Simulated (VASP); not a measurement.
Set up this calculation in VASP 6.6.1, as the native input.

```yaml
Task: single point
Functional: LDA
Potentials_or_basis: VASP PAW LDA potentials, release 64 (Pt)
Cutoff: 520 eV
k_mesh: 13 × 13 × 13
Occupations: methfessel-paxton, width 0.1 eV
Spin: no spin polarisation
Dipole_correction: no
Further_INCAR_settings: ALGO = Normal; EDIFF = 1e-06; NBANDS = 11
```

The structure of Pt lies in POSCAR:

```
Pt
1.0
    0.0000000000      1.9930516161      1.9930516161
    1.9930516161      0.0000000000      1.9930516161
    1.9930516161      1.9930516161      0.0000000000
Pt
1
Direct
    0.0000000000      0.0000000000      0.0000000000
```

These files were run (other wordings do the same):

INCAR

```
SYSTEM = Pt
PREC = Accurate ; ENCUT = 520
EDIFF = 1E-6 ; ISMEAR = 1
SIGMA = 0.1 ; LREAL = .False.
LASPH = .True. ; NELM = 60
ALGO = Normal ; ISIF = 2
LWAVE = .False. ; LCHARG = .False.
GGA = CA ; NBANDS = 11
```

KPOINTS

```
regular mesh
0
Gamma
  13 13 13
  0 0 0
```

Potentials or basis: VASP PAW LDA potentials, release 64 (Pt).

Run with:

```bash
$ cat potpaw_LDA.64/Pt/POTCAR > POTCAR
$ mpirun -np 1 vasp_std > vasp.out
```

Results of the run:

The pressure is -17.5 GPa and the band gap on the k mesh is zero (band 5 reaches 10.58 eV, above the bottom of band 6 at 8.60 eV).

Caveat: spin-orbit coupling is left out, which moves the levels of the heavy elements.

Run time: 9.4 s on 1 thread of Intel Xeon 6975P-C, on a shared host, peak memory 0.14 GiB.
